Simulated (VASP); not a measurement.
A run of VASP 6.6.1 is set up as follows.

The input INCAR:

```
SYSTEM = HgTe
PREC = Accurate
ENCUT = 520
EDIFF = 1E-6
ISMEAR = 0
SIGMA = 0.15
LREAL = .False.
LASPH = .True.
NELM = 60
ALGO = Normal
ISIF = 2
LWAVE = .False.
LCHARG = .True.
GGA = PE
LELF = .True.
LVHAR = .True.
NBANDS = 16
```

KPOINTS

```
Automatic mesh
0
Gamma
  14 14 14
  0 0 0
```

Contents of POSCAR:

```
HgTe
1.0
    0.0241762500      3.2235000000      3.2235000000
    3.2235000000      0.0241762500      3.2235000000
    3.2476762500      3.2476762500      0.0000000000
Hg Te
1 1
Direct
    0.0000000000      0.0000000000      0.0000000000
    0.7500000000      0.7500000000      0.7500000000
```

Potentials or basis: VASP PAW PBE potentials, release 64 (Hg, Te).

Command:

```bash
$ cat potpaw_PBE.64/Hg/POTCAR potpaw_PBE.64/Te/POTCAR > POTCAR
$ mpirun -np 1 vasp_std > vasp.out
```

(1) What does it give for the pressure?

(2) Predict the band gap on the k mesh.

(3) Predict the largest force.

## Answers

(1) 4.2 GPa.

(2) 0.02 eV.

(3) 0.102 eV/Å.

Caveat: the cell differs from its parent crystal (strain +0.0150 x Voigt [0, 0, 0, 0, 0, 1]); the cell stands under pressure; the smearing spreads over this small gap; spin-orbit coupling is left out, which moves the levels of the heavy elements.
